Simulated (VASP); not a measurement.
# Sn3Cl2 (R-3c) in VASP: a series of runs

Runs on Sn3Cl2. Level: PBE. Tasks: single point.

Program: VASP 6.6.1. These are calculated values, not measurements. Logs are shortened: lines on timing, memory, paths and dates and some standing lists are left out, and cuts for length are marked.

## (1) The cell of the first run

The structure is trigonal, space group R-3c (No. 167). The conventional cell has a = 6.932 Å, b = 6.932 Å, c = 18.927 Å, α = 90.00°, β = 90.00°, γ = 120.00°. Sn (site symmetry 2) has 4 Cl at 2.70 to 2.87 Å within 3.6 Å. Cl (site symmetry 3) has 6 Sn at 2.70 to 2.87 Å within 3.6 Å.

## (2) Single point, PBE

Contents of INCAR:

```
SYSTEM = Sn3Cl2
PREC = Accurate
ENCUT = 520
EDIFF = 1E-6
ISMEAR = 0
SIGMA = 0.1
LREAL = .FALSE.
LASPH = .TRUE.
NELM = 60
ALGO = Normal
ISIF = 2
LWAVE = .FALSE.
LCHARG = .TRUE.
GGA = PE
LELF = .TRUE.
LVHAR = .TRUE.
NBANDS = 67
```

Contents of KPOINTS:

```
Automatic mesh
0
G
  3 3 3
  0 0 0
```

Contents of POSCAR:

```
Sn3Cl2
1.0
    3.4661695582      2.0011939274      6.3089491127
   -3.4661695582      2.0011939274      6.3089491127
    0.0000000000     -4.0023878550      6.3089491127
Sn Cl
6 4
Direct
    0.0562500000      0.4437500000      0.7500000000
    0.7500000000      0.0562500000      0.4437500000
    0.4437500000      0.7500000000      0.0562500000
    0.9437500000      0.5562500000      0.2500000000
    0.2500000000      0.9437500000      0.5562500000
    0.5562500000      0.2500000000      0.9437500000
    0.8521800000      0.8521800000      0.8521800000
    0.6478200000      0.6478200000      0.6478200000
    0.1478200000      0.1478200000      0.1478200000
    0.3521800000      0.3521800000      0.3521800000
```

Potentials or basis: VASP PAW PBE potentials, release 64 (Sn_d, Cl).

The run is started by

```
cat potpaw_PBE.64/Sn_d/POTCAR potpaw_PBE.64/Cl/POTCAR > POTCAR
mpirun -np 1 vasp_std > vasp.out
```

OUTCAR:

```text
SYSTEM = Sn3Cl2
   PREC = Accurate
   ENCUT = 520
   EDIFF = 1E-6
   ISMEAR = 0
   LREAL = .FALSE.
   LASPH = .TRUE.
   NELM = 60
   ISIF = 2
   GGA = PE

 ion  position               nearest neighbor table
   1  0.056  0.444  0.750-   9 2.70  10 2.70   7 2.87   8 2.87   2 3.68   3 3.68
   2  0.750  0.056  0.444-   9 2.70  10 2.70   8 2.87   7 2.87   3 3.68   1 3.68
   3  0.444  0.750  0.056-  10 2.70   9 2.70   7 2.87   8 2.87   2 3.68   1 3.68
   4  0.944  0.556  0.250-   7 2.70   8 2.70   9 2.87  10 2.87   6 3.68   5 3.68
   5  0.250  0.944  0.556-   7 2.70   8 2.70  10 2.87   9 2.87   6 3.68   4 3.68
   6  0.556  0.250  0.944-   8 2.70   7 2.70   9 2.87  10 2.87   5 3.68   4 3.68
   7  0.852  0.852  0.852-   5 2.70   4 2.70   6 2.70   3 2.87   1 2.87   2 2.87
   8  0.648  0.648  0.648-   6 2.70   4 2.70   5 2.70   2 2.87   1 2.87   3 2.87
   9  0.148  0.148  0.148-   2 2.70   1 2.70   3 2.70   6 2.87   4 2.87   5 2.87
  10  0.352  0.352  0.352-   3 2.70   1 2.70   2 2.70   5 2.87   4 2.87   6 2.87

  LATTYP: Found a trigonal (rhomboedric) cell.
 ALAT       =     7.4714086656
 COS(alpha) =     0.5695481095

  Lattice vectors:

 A1 = (   3.4661695582,   2.0011939274,   6.3089491127)
 A2 = (  -3.4661695582,   2.0011939274,   6.3089491127)
 A3 = (   0.0000000000,  -4.0023878550,   6.3089491127)

Analysis of symmetry for initial positions (statically):
=====================================================================
 Subroutine PRICEL returns:
 Original cell was already a primitive cell.

 Routine SETGRP: Setting up the symmetry group for a
 trigonal (rhombohedral) supercell.

 Subroutine GETGRP returns: Found 12 space group operations
 (whereof  6 operations were pure point group operations)
 out of a pool of 12 trial point group operations.

The static configuration has the point symmetry S_6 .
 The point group associated with its full space group is D_3d.

Analysis of symmetry for dynamics (positions and initial velocities):
=====================================================================
 Subroutine PRICEL returns:
 Original cell was already a primitive cell.

 Routine SETGRP: Setting up the symmetry group for a
 trigonal (rhombohedral) supercell.

 Subroutine GETGRP returns: Found 12 space group operations
 (whereof  6 operations were pure point group operations)
 out of a pool of 12 trial point group operations.

The dynamic configuration has the point symmetry S_6 .
 The point group associated with its full space group is D_3d.

 Subroutine INISYM returns: Found 12 space group operations
 (whereof  6 operations are pure point group operations),
 and found     1 'primitive' translations

----------------------------------------------------------------------------------------

                                     Primitive cell

  volume of cell :     262.5713

  direct lattice vectors                    reciprocal lattice vectors
     3.466169558  2.001193927  6.308949113     0.144251454  0.083283616  0.052835001
    -3.466169558  2.001193927  6.308949113    -0.144251454  0.083283616  0.052835001
     0.000000000 -4.002387855  6.308949113     0.000000000 -0.166567232  0.052835001

  length of vectors
     7.471408666  7.471408666  7.471408666     0.174746045  0.174746045  0.174746045

  position of ions in fractional coordinates (direct lattice)
     0.056250000  0.443750000  0.750000000
     0.750000000  0.056250000  0.443750000
     0.443750000  0.750000000  0.056250000
     0.943750000  0.556250000  0.250000000
     0.250000000  0.943750000  0.556250000
     0.556250000  0.250000000  0.943750000
     0.852180000  0.852180000  0.852180000
     0.647820000  0.647820000  0.647820000
     0.147820000  0.147820000  0.147820000
     0.352180000  0.352180000  0.352180000

  ion indices of the primitive-cell ions
   primitive index   ion index
                 1           1
                 2           2
                 3           3
                 4           4
                 5           5
                 6           6
                 7           7
                 8           8
                 9           9
                10          10

----------------------------------------------------------------------------------------

 KPOINTS: Automatic mesh

Automatic generation of k-mesh.
 Grid dimensions read from file:
 generate k-points for:    3    3    3

 Generating k-lattice:

  Cartesian coordinates                     Fractional coordinates (reciprocal lattice)
     0.048083818  0.027761205  0.017611667     0.333333333 -0.000000000  0.000000000
    -0.048083818  0.027761205  0.017611667    -0.000000000  0.333333333  0.000000000
     0.000000000 -0.055522411  0.017611667     0.000000000  0.000000000  0.333333333

  Length of vectors
     0.058248682  0.058248682  0.058248682

  Shift w.r.t. Gamma in fractional coordinates (k-lattice)
     0.000000000  0.000000000  0.000000000

 Subroutine IBZKPT returns following result:
 ===========================================

 Found      6 irreducible k-points:

 Following reciprocal coordinates:
            Coordinates               Weight
  0.000000  0.000000  0.000000      1.000000
  0.333333  0.000000  0.000000      6.000000
  0.333333  0.333333 -0.000000      6.000000
 -0.333333  0.333333  0.000000      6.000000
  0.333333  0.333333  0.333333      2.000000
 -0.333333  0.333333  0.333333      6.000000
   k-points           NKPTS =      6   k-points in BZ     NKDIM =      6   number of bands    NBANDS=     67
   number of dos      NEDOS =    301   number of ions     NIONS =     10
   total plane-waves  NPLWV = 175616
   dimension x,y,z NGX =    56 NGY =   56 NGZ =   56
   dimension x,y,z NGXF=   112 NGYF=  112 NGZF=  112
   ions per type =               6   4
   NGX,Y,Z   is equivalent  to a cutoff of  12.46, 12.46, 12.46 a.u.
   NGXF,Y,Z  is equivalent  to a cutoff of  24.92, 24.92, 24.92 a.u.
 SYSTEM =  Sn3Cl2
   PREC   = accura    normal or accurate (medium, high low for compatibility)
   ISTART =      0    job   : 0-new  1-cont  2-samecut
   ICHARG =      2    charge: 1-file 2-atom 10-const
   ISPIN  =      1    spin polarized calculation?
   LNONCOLLINEAR =      F non collinear calculations
   LSORBIT =      F    spin-orbit coupling
   LASPH  =      T    aspherical Exc in radial PAW
   ENCUT  =  520.0 eV  38.22 Ry    6.18 a.u.  13.89 13.89 13.89*2*pi/ulx,y,z
   NELM   =     60;   NELMIN=  2; NELMDL= -5     # of ELM steps
   EDIFF  = 0.1E-05   stopping-criterion for ELM
   LREAL  =      F    real-space projection
   EDIFFG = 0.1E-04   stopping-criterion for IOM
   NSW    =      0    number of steps for IOM
   IBRION =     -1    ionic relax: 0-MD 1-quasi-New 2-CG
   NFREE  =      0    steps in history (QN), initial steepest desc. (CG)
   ISIF   =      2    stress and relaxation
   ISYM   =      2    0-nonsym 1-usesym 2-fastsym
   POTIM  = 0.5000    time-step for ionic-motion
   TEBEG  =    0.0;   TEEND  =   0.0 temperature during run
   PSTRESS=    0.0 pullay stress
   NELECT =     112.0000    total number of electrons
   NUPDOWN=      -1.0000    fix difference up-down
   EMIN   =  10.00;   EMAX   =-10.00  energy-range for DOS
   EFERMI =   0.00;   METHOD = LEGACY
   ISMEAR =     0;   SIGMA  =   0.10  broadening in eV -4-tet -1-fermi 0-gaus
   EFERMI_NEDOS =   21; number of points for ismear=-14 and -15
   IALGO  =     38    algorithm
   IMIX   =      4    mixing-type and parameters
     AMIX     =   0.40;   BMIX     =  1.00
     AMIX_MAG =   1.60;   BMIX_MAG =  1.00
  volume/ion in A,a.u.               =      26.26       177.19
  Fermi-wavevector in a.u.,A,eV,Ry     =   1.232343  2.328791 20.662764  1.518670
  Thomas-Fermi vector in A             =   2.367117
   LORBIT       =      0    0 simple, 1 ext, 2 COOP (PROOUT), +10 PAW based schemes
   GGA     = PE    functional components
   LHFCALC =     F    Hartree Fock is set to
   AEXX    =    0.0000 exact exchange contribution
   IVDW    =     0    specifies the selected vdW correction
   LEPSILON=     F    determine dielectric tensor
   LRPA    =     F    only Hartree local field effects (RPA)
 non-spin polarized calculation
 Gauss-broadening in eV      SIGMA  =   0.10
  energy-cutoff  :      520.00
  volume of cell :      262.57
 maximum number of plane-waves:      7080
   NGX = 27   NGY = 27   NGZ = 27

 number of electron     112.0000017 magnetization

 Free energy of the ion-electron system (eV)
  ---------------------------------------------------
  ext. energy  EPLUGINS =         0.00000000
  ---------------------------------------------------
  free energy    TOTEN  =       -27.40827060 eV

  energy without entropy =      -27.37925652  energy(sigma->0) =      -27.39376356

 E-fermi :   7.0278     XC(G=0):  -9.6698

 val. band max:        6.8852104656   @ k =   0.3333   0.3333   0.3333
 cond. band min:       7.1065238684   @ k =  -0.3333   0.3333   0.3333
 fundamental gap:      0.2213134028
 Fermi energy:         7.0278305679

 k-point     1 :       0.0000    0.0000    0.0000
  band No.  band energies     occupation
      1     -15.3204      2.00000
      2     -15.2533      2.00000
      3     -15.2525      2.00000
      4     -15.2498      2.00000
      5     -15.2498      2.00000
      6     -15.2481      2.00000
[... 59 lines left out ...]
     66       9.5021      0.00000
     67       9.5021      0.00000

 k-point     2 :       0.3333    0.0000    0.0000
  band No.  band energies     occupation
      1     -15.3053      2.00000
      2     -15.2703      2.00000
      3     -15.2615      2.00000
      4     -15.2600      2.00000
      5     -15.2493      2.00000
      6     -15.2477      2.00000
[... 269 lines left out ...]
     66       9.5151      0.00000
     67       9.9583      0.00000

 k-point     6 :      -0.3333    0.3333    0.3333
  band No.  band energies     occupation
      1     -15.2932      2.00000
      2     -15.2885      2.00000
      3     -15.2660      2.00000
      4     -15.2573      2.00000
      5     -15.2465      2.00000
      6     -15.2422      2.00000
[... 59 lines left out ...]
     66       9.4632      0.00000
     67       9.7472      0.00000

------------------------ aborting loop because EDIFF is reached ----------------------------------------

  FORCE on cell =-STRESS in cart. coord.  units (eV):
  Direction    XX          YY          ZZ          XY          YZ          ZX
  --------------------------------------------------------------------------------------
  -------------------------------------------------------------------------------------
  Total       17.2649424     17.2649424     13.7376994      0.0000000     -0.0000000      0.0000000
  in kB      105.3485256    105.3485256     83.8257284      0.0000000     -0.0000000      0.0000000
  external PRESSURE =      98.1742598 kB  Pullay stress =       0.0000000 kB

 VOLUME and BASIS-vectors are now :
 -----------------------------------------------------------------------------
  energy-cutoff  :      520.00
  volume of cell :      262.57
      direct lattice vectors                 reciprocal lattice vectors
     3.466169558  2.001193927  6.308949113     0.144251454  0.083283616  0.052835001
    -3.466169558  2.001193927  6.308949113    -0.144251454  0.083283616  0.052835001
     0.000000000 -4.002387855  6.308949113     0.000000000 -0.166567232  0.052835001

 POSITION                                       TOTAL-FORCE (eV/Angst)
 -----------------------------------------------------------------------------------
     -1.34314     -2.00119      7.88619         0.385759     -0.000000     -0.000000
      2.40466     -0.16260      7.88619        -0.192880      0.334077      0.000000
     -1.06151      2.16379      7.88619        -0.192880     -0.334077      0.000000
      1.34314      2.00119     11.04066        -0.385759     -0.000000     -0.000000
     -2.40466      0.16260     11.04066         0.192880     -0.334077      0.000000
      1.06151     -2.16379     11.04066         0.192880      0.334077      0.000000
      0.00000     -0.00000     16.12908         0.000000      0.000000     -0.352234
      0.00000     -0.00000     12.26119         0.000000     -0.000000      0.352234
      0.00000     -0.00000      2.79777         0.000000     -0.000000      0.352234
      0.00000     -0.00000      6.66566         0.000000      0.000000     -0.352234
 -----------------------------------------------------------------------------------
    total drift:                                0.000000     -0.000000     -0.000000

  FREE ENERGIE OF THE ION-ELECTRON SYSTEM (eV)
  ---------------------------------------------------
  free  energy   TOTEN  =       -27.4082706035 eV

  energy  without entropy=      -27.3792565193  energy(sigma->0) =      -27.39376356
```

It took 99 s on 1 thread of Intel Xeon Platinum 8488C (Sapphire Rapids), shared host; peak memory 0.45 GiB.

Results:

```
Free energy            : -27.4083 eV
Pressure               : 9.8 GPa
Largest force          : 0.386 eV/Å
Band gap on the k mesh : zero (band 56 reaches 7.15 eV, above the bottom of band 57 at 6.89 eV)
```

Forces on the atoms (eV/Å):
```
Sn   0.386  0.000  0.000
Sn  -0.193  0.334  0.000
Sn  -0.193 -0.334  0.000
Sn  -0.386  0.000  0.000
Sn   0.193 -0.334  0.000
Sn   0.193  0.334  0.000
Cl   0.000  0.000 -0.352
Cl   0.000  0.000  0.352
Cl   0.000  0.000  0.352
Cl   0.000  0.000 -0.352
```

Stress tensor (GPa, compression positive):
```
10.53  0.00  0.00
 0.00 10.53  0.00
 0.00  0.00  8.38
```

Caveat: the k points lie up to 0.37 Å⁻¹ apart; spin-orbit coupling is left out, which moves the levels of the heavy elements.

## (3) Single point, PBE

This run uses another cell than the first one, of 29.30 Å³/atom, 1.116 times its volume.

Contents of INCAR:

```
PREC     = Accurate       # precision mode
ENCUT    = 520            # plane-wave cutoff, eV
EDIFF    = 1E-6           # SCF threshold, eV
ISMEAR   = 0              # smearing method
SIGMA    = 0.1            # smearing width, eV
LREAL    = F              # projectors in reciprocal space
LASPH    = T              # aspherical terms in the spheres
NELM     = 100            # most SCF steps
ALGO     = Normal         # electronic algorithm
ISIF     = 2              # what is computed and relaxed
LWAVE    = F              # write WAVECAR
LCHARG   = T              # write CHGCAR
GGA      = PE             # functional
LELF     = T              # ELF
LVHAR    = T            
NBANDS   = 67             # bands
```

Contents of KPOINTS:

```
Automatic mesh
0
Gamma
  3 3 3
```

Contents of POSCAR:

```
Sn3Cl2
1.0
    2.9508240449      1.7036590566      9.7136211992
   -2.9508240449      1.7036590566      9.7136211992
    0.0000000000     -3.4073181134      9.7136211991
Sn Cl
6 4
Direct
    0.4066310725      0.0933689275      0.7500000000
    0.7500000000      0.4066310725      0.0933689275
    0.0933689275      0.7500000000      0.4066310725
    0.5933689275      0.9066310725      0.2500000000
    0.2500000000      0.5933689275      0.9066310725
    0.9066310725      0.2500000000      0.5933689275
    0.8390869686      0.8390869686      0.8390869686
    0.6609130314      0.6609130314      0.6609130314
    0.1609130314      0.1609130314      0.1609130314
    0.3390869686      0.3390869686      0.3390869686
```

Potentials or basis: VASP PAW PBE potentials, release 64 (Sn_d, Cl).

The run is started by

```
cat potpaw_PBE.64/Sn_d/POTCAR potpaw_PBE.64/Cl/POTCAR > POTCAR
mpirun -np 1 vasp_std > vasp.out
```

Wall time 4.4 min (1 thread of Intel Xeon Platinum 8488C (Sapphire Rapids), shared host); peak memory 0.88 GiB.

Results (log left out):

```
Free energy            : -33.2824 eV
Pressure               : 0.0 GPa
Largest force          : 0.019 eV/Å
Band gap on the k mesh : zero (band 56 reaches 5.18 eV, above the bottom of band 57 at 4.25 eV)
```

Forces in eV/Å, atoms in the order of the input:
```
Sn   0.019  0.000  0.000
Sn  -0.010  0.017  0.000
Sn  -0.010 -0.017  0.000
Sn  -0.019  0.000  0.000
Sn   0.010 -0.017  0.000
Sn   0.010  0.017  0.000
Cl   0.000  0.000 -0.005
Cl   0.000  0.000  0.005
Cl   0.000  0.000  0.005
Cl   0.000  0.000 -0.005
```

Stress tensor (GPa, compression positive):
```
-0.08  0.00  0.00
 0.00 -0.08  0.00
 0.00  0.00  0.29
```

Levels at points of the mesh, in eV from the Fermi level:
| k point | band 53 | band 54 | band 55 | band 56 | band 57 | band 58 | band 59 | band 60 |
| --- | --- | --- | --- | --- | --- | --- | --- | --- |
| (0.00, 0.00, 0.00) | -1.35 | -1.30 | -0.93 | -0.93 | -0.79 | -0.79 | -0.63 | 0.31 |

Caveat: the k points lie up to 0.42 Å⁻¹ apart; spin-orbit coupling is left out, which moves the levels of the heavy elements.
